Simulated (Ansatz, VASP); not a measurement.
## Two plane-wave programs on Ag

```xyz
1
Lattice="0.0000 1.6913 1.6913 1.6913 0.0000 1.6913 1.6913 1.6913 0.0000" Properties=species:S:1:pos:R:3 pbc="T T T"
Ag    0.0000    0.0000    0.0000
```

Change from the starting cell: volume scaled by 0.605, to set the pressure.

Alike in both runs: task single point; functional LDA; k mesh 19 × 19 × 19; occupations fermi-dirac, width 0.05 eV; no spin polarisation.

```csv
,VASP,Ansatz
version,VASP 6.6.1,Ansatz 0.2.0
potentials or method,"VASP PAW LDA potentials, release 64 (Ag)","PAW with Ansatz's default frozen-core files, scalar-relativistic"
plane-wave cutoff (eV),500,420
valence electrons in the cell,11,19
```

|  | VASP | Ansatz | Ansatz less VASP |
| --- | --- | --- | --- |
| pressure (GPa) | 279.6 | 277.4 | -2.23 |

LDA's correlation is that of Perdew and Zunger in VASP and of Perdew and Wang (1992) in Ansatz. Both programs put the cell under a high pressure, so it lies far from rest at this level. VASP's potentials hold 11 valence electrons a cell and Ansatz's 19, so a difference there can come from the potentials and not from the codes.

Noted on VASP's run: the cell as given lies far from equilibrium.
